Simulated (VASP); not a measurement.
# NaF (I-4m2) in VASP: settings compared

NaF is run at these levels: PBE, r2SCAN; tasks: single point.

Program: VASP 6.6.1. These are calculated values, not measurements. Logs are shortened: lines on timing, memory, paths and dates and some standing lists are left out, and cuts for length are marked.

## 1. The cell of the first run

The structure is tetragonal, space group I-4m2 (No. 119). Conventional cell: a = 3.521 Å, b = 3.521 Å, c = 5.207 Å, α = 90.00°, β = 90.00°, γ = 90.00°. Na (site symmetry -4m2) has 4 F at 2.19 Å within 2.9 Å. Within 2.9 Å of F (site symmetry -4m2) lie 4 Na at 2.19 Å.

## 2. Single point, PBE (epitaxial xy strain -1.6%)

Input file INCAR:

```
  ALGO = Normal
  EDIFF = 1E-6
  ENCUT = 520
  GGA = PE
  ISIF = 2
  ISMEAR = -1
  LASPH = True
  LCHARG = False
  LREAL = False
  LWAVE = False
  NBANDS = 14
  NELM = 100
  PREC = Accurate
  SIGMA = 0.02
```

Input file KPOINTS:

```
k-points
0
Gamma
  8 8 8
```

Input file POSCAR:

```
NaF
1.0
    0.0000000000      2.4897486815      2.6035648747
    2.4897486815      0.0000000000      2.6035648747
    2.4897486815      2.4897486815      0.0000000000
Na F
1 1
Direct
    0.0000000000      0.0000000000      0.0000000000
    0.2500000000      0.2500000000      0.2500000000
```

Potentials or basis: VASP PAW PBE potentials, release 64 (Na_pv, F).

Command:

```
$ cat potpaw_PBE.64/Na_pv/POTCAR potpaw_PBE.64/F/POTCAR > POTCAR
$ mpirun -np 1 vasp_std > vasp.out
```

OUTCAR:

```text
EDIFF = 1E-6
   ENCUT = 520
   GGA = PE
   ISIF = 2
   ISMEAR = -1
   LASPH = True
   LREAL = False
   NELM = 100
   PREC = Accurate

 ion  position               nearest neighbor table
   1  0.000  0.000  0.000-   2 2.19   2 2.19   2 2.19   2 2.19
   2  0.250  0.250  0.250-   1 2.19   1 2.19   1 2.19   1 2.19

  LATTYP: Found a body centered tetragonal cell.
 ALAT       =     3.5210363523
 C/A-ratio  =     1.4788628200

  Lattice vectors:

 A1 = (  -2.4897486815,   0.0000000000,   2.6035648747)
 A2 = (   2.4897486815,   0.0000000000,   2.6035648747)
 A3 = (   0.0000000000,   2.4897486815,  -2.6035648747)

Analysis of symmetry for initial positions (statically):
=====================================================================
 Subroutine PRICEL returns:
 Original cell was already a primitive cell.

 Routine SETGRP: Setting up the symmetry group for a
 body centered tetragonal supercell.

 Subroutine GETGRP returns: Found  8 space group operations
 (whereof  8 operations were pure point group operations)
 out of a pool of 16 trial point group operations.

The static configuration has the point symmetry D_2d.

Analysis of symmetry for dynamics (positions and initial velocities):
=====================================================================
 Subroutine PRICEL returns:
 Original cell was already a primitive cell.

 Routine SETGRP: Setting up the symmetry group for a
 body centered tetragonal supercell.

 Subroutine GETGRP returns: Found  8 space group operations
 (whereof  8 operations were pure point group operations)
 out of a pool of 16 trial point group operations.

The dynamic configuration has the point symmetry D_2d.

 Subroutine INISYM returns: Found  8 space group operations
 (whereof  8 operations are pure point group operations),
 and found     1 'primitive' translations

----------------------------------------------------------------------------------------

                                     Primitive cell

  volume of cell :      32.2782

  direct lattice vectors                    reciprocal lattice vectors
     0.000000000  2.489748682  2.603564875    -0.200823482  0.200823482  0.192044379
     2.489748682  0.000000000  2.603564875     0.200823482 -0.200823482  0.192044379
     2.489748682  2.489748682  0.000000000     0.200823482  0.200823482 -0.192044379

  length of vectors
     3.602415655  3.602415655  3.521036352     0.342842800  0.342842800  0.342842800

  position of ions in fractional coordinates (direct lattice)
     0.000000000  0.000000000  0.000000000
     0.250000000  0.250000000  0.250000000

  ion indices of the primitive-cell ions
   primitive index   ion index
                 1           1
                 2           2

----------------------------------------------------------------------------------------

 KPOINTS: k-points

Automatic generation of k-mesh.
 Grid dimensions read from file:
 generate k-points for:    8    8    8

 Generating k-lattice:

  Cartesian coordinates                     Fractional coordinates (reciprocal lattice)
    -0.025102935  0.025102935  0.024005547     0.125000000 -0.000000000  0.000000000
     0.025102935 -0.025102935  0.024005547    -0.000000000  0.125000000  0.000000000
     0.025102935  0.025102935 -0.024005547     0.000000000  0.000000000  0.125000000

  Length of vectors
     0.042855350  0.042855350  0.042855350

  Shift w.r.t. Gamma in fractional coordinates (k-lattice)
     0.000000000  0.000000000  0.000000000

 Subroutine IBZKPT returns following result:
 ===========================================

 Found     59 irreducible k-points:

 Following reciprocal coordinates:
            Coordinates               Weight
  0.000000  0.000000  0.000000      1.000000
  0.125000  0.000000  0.000000      8.000000
  0.250000  0.000000  0.000000      8.000000
  0.375000  0.000000  0.000000      8.000000
  0.500000  0.000000  0.000000      4.000000
  0.125000  0.125000  0.000000      2.000000
[... 16 lines left out ...]
  0.250000  0.000000  0.125000     16.000000
  0.375000  0.000000  0.125000     16.000000
 [... further k-points ...]
   k-points           NKPTS =     59   k-points in BZ     NKDIM =     59   number of bands    NBANDS=     14
   number of dos      NEDOS =    301   number of ions     NIONS =      2
   total plane-waves  NPLWV =  21952
   dimension x,y,z NGX =    28 NGY =   28 NGZ =   28
   dimension x,y,z NGXF=    56 NGYF=   56 NGZF=   56
   ions per type =               1   1
   NGX,Y,Z   is equivalent  to a cutoff of  12.92, 12.92, 13.22 a.u.
   NGXF,Y,Z  is equivalent  to a cutoff of  25.84, 25.84, 26.44 a.u.
 SYSTEM =  unknown system
   PREC   = accura    normal or accurate (medium, high low for compatibility)
   ISTART =      0    job   : 0-new  1-cont  2-samecut
   ICHARG =      2    charge: 1-file 2-atom 10-const
   ISPIN  =      1    spin polarized calculation?
   LNONCOLLINEAR =      F non collinear calculations
   LSORBIT =      F    spin-orbit coupling
   LASPH  =      T    aspherical Exc in radial PAW
   ENCUT  =  520.0 eV  38.22 Ry    6.18 a.u.   6.70  6.70  6.55*2*pi/ulx,y,z
   NELM   =    100;   NELMIN=  2; NELMDL= -5     # of ELM steps
   EDIFF  = 0.1E-05   stopping-criterion for ELM
   LREAL  =      F    real-space projection
   EDIFFG = 0.1E-04   stopping-criterion for IOM
   NSW    =      0    number of steps for IOM
   IBRION =     -1    ionic relax: 0-MD 1-quasi-New 2-CG
   NFREE  =      0    steps in history (QN), initial steepest desc. (CG)
   ISIF   =      2    stress and relaxation
   ISYM   =      2    0-nonsym 1-usesym 2-fastsym
   POTIM  = 0.5000    time-step for ionic-motion
   TEBEG  =    0.0;   TEEND  =   0.0 temperature during run
   PSTRESS=    0.0 pullay stress
   NELECT =      14.0000    total number of electrons
   NUPDOWN=      -1.0000    fix difference up-down
   EMIN   =  10.00;   EMAX   =-10.00  energy-range for DOS
   EFERMI =   0.00;   METHOD = LEGACY
   ISMEAR =    -1;   SIGMA  =   0.02  broadening in eV -4-tet -1-fermi 0-gaus
   EFERMI_NEDOS =   21; number of points for ismear=-14 and -15
   IALGO  =     38    algorithm
   IMIX   =      4    mixing-type and parameters
     AMIX     =   0.40;   BMIX     =  1.00
     AMIX_MAG =   1.60;   BMIX_MAG =  1.00
  volume/ion in A,a.u.               =      16.14       108.91
  Fermi-wavevector in a.u.,A,eV,Ry     =   1.239218  2.341782 20.893939  1.535661
  Thomas-Fermi vector in A             =   2.373710
   LORBIT       =      0    0 simple, 1 ext, 2 COOP (PROOUT), +10 PAW based schemes
   GGA     = PE    functional components
   LHFCALC =     F    Hartree Fock is set to
   AEXX    =    0.0000 exact exchange contribution
   IVDW    =     0    specifies the selected vdW correction
   LEPSILON=     F    determine dielectric tensor
   LRPA    =     F    only Hartree local field effects (RPA)
 non-spin polarized calculation
  energy-cutoff  :      520.00
  volume of cell :       32.28
 maximum number of plane-waves:       901
   NGX = 13   NGY = 13   NGZ = 13

 number of electron      13.9999983 magnetization

 Free energy of the ion-electron system (eV)
  ---------------------------------------------------
  ext. energy  EPLUGINS =         0.00000000
  ---------------------------------------------------
  free energy    TOTEN  =        -8.38117325 eV

  energy without entropy =       -8.38117325  energy(sigma->0) =       -8.38117325

 E-fermi :  -2.7758     XC(G=0):  -7.7552

 val. band max:       -3.3589114084   @ k =  -0.1250   0.1250   0.0000
 cond. band min:       2.2486737213   @ k =   0.0000   0.0000   0.0000
 fundamental gap:      5.6075851297
 Fermi energy:        -2.7757939729

 k-point     1 :       0.0000    0.0000    0.0000
  band No.  band energies     occupation
      1     -22.2168      2.00000
      2     -22.2168      2.00000
      3     -22.2089      2.00000
      4     -22.1259      2.00000
      5      -3.3971      2.00000
      6      -3.3647      2.00000
      7      -3.3647      2.00000
      8       2.2487      0.00000
      9      15.9413      0.00000
     10      16.0301      0.00000
     11      16.0301      0.00000
     12      17.1424      0.00000
     13      17.7571      0.00000
     14      17.8114      0.00000

 k-point     2 :       0.1250    0.0000    0.0000
  band No.  band energies     occupation
      1     -22.4297      2.00000
      2     -22.2182      2.00000
      3     -22.2137      2.00000
      4     -21.9009      2.00000
      5      -3.5391      2.00000
      6      -3.3944      2.00000
      7      -3.3671      2.00000
      8       2.6741      0.00000
      9      14.1008      0.00000
     10      15.4133      0.00000
     11      15.7443      0.00000
     12      16.9378      0.00000
     13      17.5178      0.00000
     14      17.6296      0.00000

 k-point     3 :       0.2500    0.0000    0.0000
  band No.  band energies     occupation
      1     -22.6364      2.00000
      2     -22.2217      2.00000
      3     -22.2187      2.00000
      4     -21.6729      2.00000
      5      -3.8673      2.00000
      6      -3.4164      2.00000
      7      -3.3728      2.00000
      8       3.7672      0.00000
      9      11.5273      0.00000
     10      14.4476      0.00000
     11      14.9964      0.00000
     12      16.9793      0.00000
     13      17.6217      0.00000
     14      17.8064      0.00000
[... 324 lines left out ...]
 k-point    23 :       0.2500    0.0000    0.1250
  band No.  band energies     occupation
      1     -22.6204      2.00000
      2     -22.2270      2.00000
      3     -22.2187      2.00000
      4     -21.6848      2.00000
      5      -3.7937      2.00000
      6      -3.4421      2.00000
      7      -3.4111      2.00000
      8       3.6797      0.00000
      9      12.3004      0.00000
     10      14.0156      0.00000
     11      14.4739      0.00000
     12      16.0499      0.00000
     13      18.2106      0.00000
     14      19.1101      0.00000

 k-point    24 :       0.3750    0.0000    0.1250
  band No.  band energies     occupation
      1     -22.7554      2.00000
      2     -22.2328      2.00000
      3     -22.2253      2.00000
      4     -21.5255      2.00000
      5      -4.0446      2.00000
      6      -3.4676      2.00000
      7      -3.4296      2.00000
      8       4.9879      0.00000
      9       9.9998      0.00000
     10      13.1989      0.00000
     11      13.9815      0.00000
     12      16.6063      0.00000
     13      18.5370      0.00000
     14      19.2332      0.00000

 [... further k-points ...]
[... 5 lines left out ...]
  --------------------------------------------------------------------------------------
  -------------------------------------------------------------------------------------
  Total        0.4341531      0.4341531      0.4034619      0.0000000      0.0000000      0.0000000
  in kB       21.5498421     21.5498421     20.0264367      0.0000000      0.0000000      0.0000000
  external PRESSURE =      21.0420403 kB  Pullay stress =       0.0000000 kB

 VOLUME and BASIS-vectors are now :
 -----------------------------------------------------------------------------
  energy-cutoff  :      520.00
  volume of cell :       32.28
      direct lattice vectors                 reciprocal lattice vectors
     0.000000000  2.489748682  2.603564875    -0.200823482  0.200823482  0.192044379
     2.489748682  0.000000000  2.603564875     0.200823482 -0.200823482  0.192044379
     2.489748682  2.489748682  0.000000000     0.200823482  0.200823482 -0.192044379

 POSITION                                       TOTAL-FORCE (eV/Angst)
 -----------------------------------------------------------------------------------
      0.00000      0.00000      0.00000        -0.000000     -0.000000     -0.000000
      1.24487      1.24487      1.30178         0.000000      0.000000      0.000000
 -----------------------------------------------------------------------------------
    total drift:                               -0.000001     -0.000001     -0.000000

  FREE ENERGIE OF THE ION-ELECTRON SYSTEM (eV)
  ---------------------------------------------------
  free  energy   TOTEN  =        -8.3811732486 eV

  energy  without entropy=       -8.3811732486  energy(sigma->0) =       -8.38117325
```

Run time: 20 s. Hardware: 1 thread of AMD EPYC 7R43 (Zen 3), shared host; peak memory 0.13 GiB.

What came out:

```
Free energy            : -8.3812 eV
Pressure               : 2.1 GPa
Band gap on the k mesh : 5.61 eV (least direct gap 5.61 eV)
```

Stress tensor (GPa, compression positive):
```
2.15 0.00 0.00
0.00 2.15 0.00
0.00 0.00 2.00
```

Levels at points of the mesh, in eV from the valence-band top:
| k point | band 4 | band 5 | band 6 | band 7 | band 8 | band 9 | band 10 | band 11 |
| --- | --- | --- | --- | --- | --- | --- | --- | --- |
| (0.00, 0.00, 0.00) | -18.77 | -0.04 | -0.01 | -0.01 | 5.61 | 19.30 | 19.39 | 19.39 |
| (0.50, 0.00, 0.00) | -18.11 | -0.87 | -0.09 | -0.02 | 9.97 | 10.92 | 16.91 | 17.53 |
| (0.50, 0.50, 0.00) | -17.96 | -0.84 | -0.14 | -0.14 | 9.85 | 11.74 | 16.41 | 17.44 |
| (0.50, 0.00, 0.50) | -17.99 | -0.78 | -0.21 | -0.19 | 10.03 | 12.14 | 16.23 | 16.79 |

Caveat: the cell differs from its parent crystal (epitaxial xy strain -1.6%); the structure was generated, so it needn't be the stable form of NaF. A k mesh can miss the band edges.

[end of part 1 of 2]
